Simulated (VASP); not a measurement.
# SrCl2 (Fm-3m) in VASP: further runs, part 2 of 2

VASP 6.6.1. The steps go on from the part before.

### Step 4. Single point, r2SCAN

Input file POSCAR:

```
SrCl2
1.0
    0.0000000000      3.4976509415      3.4976509415
    3.4976509415      0.0000000000      3.4976509415
    3.4976509415      3.4976509415      0.0000000000
Sr Cl
1 2
Direct
    0.0000000000      0.0000000000      0.0000000000
    0.2500000000      0.2500000000      0.2500000000
    0.7500000000      0.7500000000      0.7500000000
```

Input file INCAR.step1:

```
SYSTEM = SrCl2
ALGO = Normal ; EDIFF = 1E-4
ENCUT = 520 ; GGA = PE
ISMEAR = 0 ; LASPH = .True.
LCHARG = .False. ; LREAL = .False.
LWAVE = .True. ; NBANDS = 19
NELM = 60 ; PREC = Accurate
SIGMA = 0.01
```

Input file INCAR.step2:

```
SYSTEM = SrCl2
ALGO = Normal ; EDIFF = 1E-7
ENCUT = 520 ; ISIF = 2
ISMEAR = 0 ; ISTART = 1
LASPH = .True. ; LCHARG = .False.
LMIXTAU = .True. ; LREAL = .False.
LWAVE = .False. ; METAGGA = R2SCAN
NBANDS = 19 ; NELM = 60
PREC = Accurate ; SIGMA = 0.01
```

Input file KPOINTS:

```
k-points
0
Gamma
  4 4 4
  0 0 0
```

Potentials or basis: VASP PAW PBE potentials, release 64 (Sr_sv, Cl).

The run is started by

```bash
cat potpaw_PBE.64/Sr_sv/POTCAR potpaw_PBE.64/Cl/POTCAR > POTCAR
cp INCAR.step1 INCAR
mpirun -np 1 vasp_std > vasp.out
cp INCAR.step2 INCAR
mpirun -np 1 vasp_std > vasp.out
```

OUTCAR:

```text
SYSTEM = SrCl2
   EDIFF = 1E-7
   ENCUT = 520
   ISIF = 2
   ISMEAR = 0
   ISTART = 1
   LASPH = .True.
   LREAL = .False.
   METAGGA = R2SCAN
   NELM = 60
   PREC = Accurate

 ion  position               nearest neighbor table
   1  0.000  0.000  0.000-   3 3.03   3 3.03   3 3.03   2 3.03   3 3.03   2 3.03   2 3.03   2 3.03

   2  0.250  0.250  0.250-   1 3.03   1 3.03   1 3.03   1 3.03
   3  0.750  0.750  0.750-   1 3.03   1 3.03   1 3.03   1 3.03

[... 353 lines left out ...]

  FORCE on cell =-STRESS in cart. coord.  units (eV):
  Direction    XX          YY          ZZ          XY          YZ          ZX
  --------------------------------------------------------------------------------------
  -------------------------------------------------------------------------------------
  Total        0.0168628      0.0168628      0.0168628     -0.0000000      0.0000000     -0.0000000
  in kB        0.3157048      0.3157048      0.3157048     -0.0000000      0.0000000     -0.0000000
  external PRESSURE =       0.3157048 kB  Pullay stress =       0.0000000 kB

 VOLUME and BASIS-vectors are now :
 -----------------------------------------------------------------------------
  energy-cutoff  :      520.00
  volume of cell :       85.58
      direct lattice vectors                 reciprocal lattice vectors
     0.000000000  3.497650941  3.497650941    -0.142953087  0.142953087  0.142953087
     3.497650941  0.000000000  3.497650941     0.142953087 -0.142953087  0.142953087
     3.497650941  3.497650941  0.000000000     0.142953087  0.142953087 -0.142953087

 POSITION                                       TOTAL-FORCE (eV/Angst)
 -----------------------------------------------------------------------------------
      0.00000      0.00000      0.00000         0.000000      0.000000      0.000000
      1.74883      1.74883      1.74883         0.000000      0.000000      0.000000
      5.24648      5.24648      5.24648        -0.000000     -0.000000     -0.000000
 -----------------------------------------------------------------------------------
    total drift:                               -0.000000     -0.000000      0.000000

  FREE ENERGIE OF THE ION-ELECTRON SYSTEM (eV)
  ---------------------------------------------------
  free  energy   TOTEN  =       -35.6969837233 eV

  energy  without entropy=      -35.6969837233  energy(sigma->0) =      -35.69698372
```

OUTCAR.step1:

```text
SYSTEM = SrCl2
   EDIFF = 1E-4
   ENCUT = 520
   GGA = PE
   ISMEAR = 0
[... 384 lines left out ...]
      0.00000      0.00000      0.00000        -0.000000     -0.000000      0.000000
      1.74883      1.74883      1.74883        -0.000000      0.000000     -0.000000
      5.24648      5.24648      5.24648         0.000000     -0.000000      0.000000
 -----------------------------------------------------------------------------------
    total drift:                               -0.000000     -0.000000      0.000000

  FREE ENERGIE OF THE ION-ELECTRON SYSTEM (eV)
  ---------------------------------------------------
  free  energy   TOTEN  =       -12.7863936600 eV

  energy  without entropy=      -12.7863936600  energy(sigma->0) =      -12.78639366
```

OSZICAR.step1:

```text
N       E                     dE             d eps       ncg     rms          rms(c)
DAV:   1     0.140313874258E+03    0.14031E+03   -0.11579E+04   304   0.114E+03
DAV:   2    -0.385916215147E+01   -0.14417E+03   -0.13997E+03   387   0.222E+02
DAV:   3    -0.127358624240E+02   -0.88767E+01   -0.88451E+01   378   0.550E+01
DAV:   4    -0.130633850787E+02   -0.32752E+00   -0.32719E+00   536   0.877E+00
DAV:   5    -0.130658238561E+02   -0.24388E-02   -0.24387E-02   402   0.786E-01    0.127E+01
DAV:   6    -0.127680619020E+02    0.29776E+00   -0.59657E-01   340   0.431E+00    0.816E+00
DAV:   7    -0.127776380721E+02   -0.95762E-02   -0.36203E-01   401   0.360E+00    0.215E+00
DAV:   8    -0.127839825881E+02   -0.63445E-02   -0.54381E-02   347   0.129E+00    0.414E-01
DAV:   9    -0.127849163560E+02   -0.93377E-03   -0.20142E-03   370   0.266E-01    0.149E-01
DAV:  10    -0.127863032256E+02   -0.13869E-02   -0.99618E-04   328   0.184E-01    0.368E-02
DAV:  11    -0.127863936600E+02   -0.90434E-04   -0.56090E-05   326   0.434E-02
   1 F= -.12786394E+02 E0= -.12786394E+02  d E =-.166047E-16
```

Wall time 80 s (1 thread of Intel Xeon Platinum 8259CL at 2.50GHz (Skylake/Cascade Lake), shared host); peak memory 0.25 GiB.

What came out:

| Property | Result |
| --- | --- |
| Free energy | -35.6970 eV |
| Pressure | 0.0 GPa |
| Band gap on the k mesh | 5.94 eV, indirect (least direct gap 5.99 eV) |

Levels at points of the mesh, in eV from the valence-band top:
| k point | band 10 | band 11 | band 12 | band 13 | band 14 | band 15 |
| --- | --- | --- | --- | --- | --- | --- |
| (0.00, 0.00, 0.00) | -0.35 | -0.35 | -0.35 | 5.94 | 6.69 | 6.69 |
| (0.50, 0.00, 0.00) | -1.33 | -1.06 | -1.06 | 7.29 | 7.29 | 8.22 |
| (0.50, 0.50, 0.00) | -0.39 | -0.39 | 0.00 | 5.99 | 7.77 | 8.20 |

Caveat: the PAW data sets were made with another functional, which shifts forces and pressure a little. A k mesh can miss the band edges.

### Step 5. Single point, PBE

Input file INCAR:

```
ALGO     = Normal         # electronic algorithm
EDIFF    = 1E-6           # SCF threshold, eV
ENCUT    = 520            # plane-wave cutoff, eV
GGA      = PE             # functional
ISIF     = 2              # what is computed and relaxed
ISMEAR   = 0              # smearing method
LASPH    = T              # aspherical terms in the spheres
LCHARG   = T              # write CHGCAR
LELF     = T              # ELF
LREAL    = F              # projectors in reciprocal space
LVHAR    = T            
LWAVE    = F              # write WAVECAR
NBANDS   = 19             # bands
NELM     = 60             # most SCF steps
PREC     = Accurate       # precision mode
SIGMA    = 0.01           # smearing width, eV
```

Input file KPOINTS:

```
k-points
0
Gamma
  6 6 6
```

POSCAR is that of step 4.

The run is started by

```bash
cat potpaw_PBE.64/Sr_sv/POTCAR potpaw_PBE.64/Cl/POTCAR > POTCAR
mpirun -np 1 vasp_std > vasp.out
```

Run time: 33 s. Hardware: 1 thread of Intel Xeon Platinum 8259CL at 2.50GHz (Skylake/Cascade Lake), shared host; peak memory 0.23 GiB.

Results (log left out):

| Item | Value |
| --- | --- |
| Free energy | -12.7865 eV |
| Pressure | 0.8 GPa |
| Band gap on the k mesh | 5.31 eV, indirect (least direct gap 5.51 eV) |

Levels at points of the mesh, in eV from the valence-band top:
```csv
k point,band 8,band 9,band 10,band 11,band 12,band 13,band 14,band 15,band 16,band 17
"(0.00, 0.00, 0.00)",-2.10,-2.10,-0.33,-0.33,-0.33,5.31,6.10,6.10,9.02,9.02
"(0.50, 0.00, 0.00)",-1.54,-1.48,-1.30,-1.04,-1.04,6.70,6.70,7.48,7.86,8.58
"(0.50, 0.50, 0.00)",-1.86,-1.86,-0.40,-0.40,0.00,5.51,7.02,7.58,7.98,7.98
```

A k mesh can miss the band edges. Expect the measured gap to be larger: semilocal functionals such as PBE lack the derivative discontinuity.

### Step 6. The runs side by side

```tsv
level	k mesh	gap on the mesh (eV)	pressure (GPa)
PBE	4 × 4 × 4	5.31	0.8
r2SCAN	4 × 4 × 4	5.94	0.0
PBE	6 × 6 × 6	5.31	0.8
```

Alike in all rows: task single point; potentials or basis VASP PAW PBE potentials, release 64 (Sr_sv, Cl); no spin polarisation; cell as given; cutoff (eV) 520; smearing gaussian 0.01 eV.

On the cell as given the gap runs from 5.31 eV (PBE) to 5.94 eV (r2SCAN); the meshes differ, which moves gaps too. The pressure there spans 0.0 GPa (r2SCAN) to 0.8 GPa (PBE); a positive pressure means that this level wants a larger cell, a negative one a smaller.

Caveats: the PAW data sets were made with another functional, which shifts forces and pressure a little (some runs).

Absolute energies hang on the potentials; compare differences alone.
